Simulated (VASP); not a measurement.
Rb, 2 atoms in the cell. Symmetry: Fd-3m, No. 227, cubic system. The conventional cell has a = 9.710 Å, b = 9.710 Å, c = 9.710 Å, α = 90.00°, β = 90.00°, γ = 90.00°. Within 5.5 Å of Rb (site symmetry -43m) lie 4 Rb at 4.20 Å. This isn't the form of Rb at room conditions, which is bcc.

- Program: VASP 6.6.1
- Task: relaxation of cell and atoms
- Functional: r2SCAN
- Potentials or basis: VASP PAW PBE potentials, release 64 (Rb_sv)
- Cutoff: 600 eV
- k mesh: 4 × 4 × 4
- Occupations: gaussian, width 0.05 eV
- Spin: no spin polarisation
- Dipole correction: no
- Further INCAR settings: ALGO = Normal; EDIFF = 1e-07; IBRION = 2; EDIFFG = -0.02; NSW = 50; ISIF = 3

Potentials or basis: VASP PAW PBE potentials, release 64 (Rb_sv).

Command:

```sh
$ cat potpaw_PBE.64/Rb_sv/POTCAR > POTCAR
$ cp INCAR.step1 INCAR
$ mpirun -np 1 vasp_std > vasp.out
$ cp INCAR.step2 INCAR
$ mpirun -np 1 vasp_std > vasp.out
```

Hardware: 1 thread of AMD EPYC 9R45 96-Core Processor (Zen 5), with other jobs on the host.

Task: Estimate the wall time of this run.

Result: Run time: 12 min on 1 thread of AMD EPYC 9R45 96-Core Processor (Zen 5), with other jobs on the host, peak memory 0.48 GiB. Counts: k points 8, ion steps 4.
